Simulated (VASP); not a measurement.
Set up this calculation in VASP 6.6.1, as the native input.

* Task: single point
* Functional: LDA
* Potentials or basis: VASP PAW LDA potentials, release 64 (Sn_d, O)
* Cutoff: 520 eV
* k mesh: 4 × 4 × 6
* Occupations: fermi-dirac, width 0.03 eV
* Spin: no spin polarisation
* Dipole correction: no
* Further INCAR settings: ALGO = Normal; EDIFF = 1e-06; NBANDS = 35

The structure of SnO2 lies in POSCAR:

```
SnO2
1.0
    4.7215059017      0.0000000000      0.0000000000
    0.0000000000      4.7215059017      0.0000000000
    0.0000000000      0.0000000000      3.1757430642
Sn O
2 4
Direct
    0.0000000000      0.0000000000      0.0000000000
    0.5000000000      0.5000000000      0.5000000000
    0.3056200000      0.3056200000      0.0000000000
    0.1943800000      0.8056200000      0.5000000000
    0.6943800000      0.6943800000      0.0000000000
    0.8056200000      0.1943800000      0.5000000000
```

This cell differs from its parent crystal: volume scaled by 0.99.

The input as run:

INCAR

```
ALGO = Normal
EDIFF = 1E-6
ENCUT = 520
ISIF = 2
ISMEAR = -1
LASPH = True
LCHARG = True
LELF = True
LREAL = False
LVHAR = True
LWAVE = False
NBANDS = 35
NELM = 80
PREC = Accurate
SIGMA = 0.03
```

KPOINTS

```
k-points
0
Gamma
  4 4 6
```

Potentials or basis: VASP PAW LDA potentials, release 64 (Sn_d, O).

The run is started by

```console
$ cat potpaw_LDA.64/Sn_d/POTCAR potpaw_LDA.64/O/POTCAR > POTCAR
$ mpirun -np 1 vasp_std > vasp.out
```

Results of the run:

The pressure is 2.3 GPa and the largest force is 0.014 eV/Å. The band gap on the k mesh is 1.26 eV, direct.

Caveat: spin-orbit coupling is left out, which moves the levels of the heavy elements.

Wall time 25 s on 1 thread of AMD EPYC 9R45 96-Core Processor (Zen 5), with other jobs on the host, peak memory 0.15 GiB.
